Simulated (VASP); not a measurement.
Ir:

```
Ir
1.0
     0.00000    1.92000    1.92000
     1.92000    0.00000    1.92000
     1.92000    1.92000    0.00000
Ir
1
Direct
  0.00000 0.00000 0.00000
```

Base run:

* Program: VASP 6.6.1
* Functional: PBE
* Potentials or basis: VASP PAW PBE potentials, release 64 (Ir)
* Cutoff: 520 eV
* k mesh: 12 × 12 × 12
* Occupations: gaussian, width 0.05 eV
* Spin: non-collinear spin, zero start, spin-orbit coupling
* Starting moments: [[0.0, 0.0, 0.0]] μB
* Hubbard terms: Ir d U = 5.0 eV

Its results: pressure -8.1 GPa; net moment 0.00 μB per cell.

Q: The run is repeated on the same cell with these changes: hubbard terms from Ir d U = 5.0 eV to none. What comes out?

A: Pressure 10.0 GPa; net moment 0.00 μB per cell.

Caveats: the U is typed as a test and isn't derived for this compound (some runs).
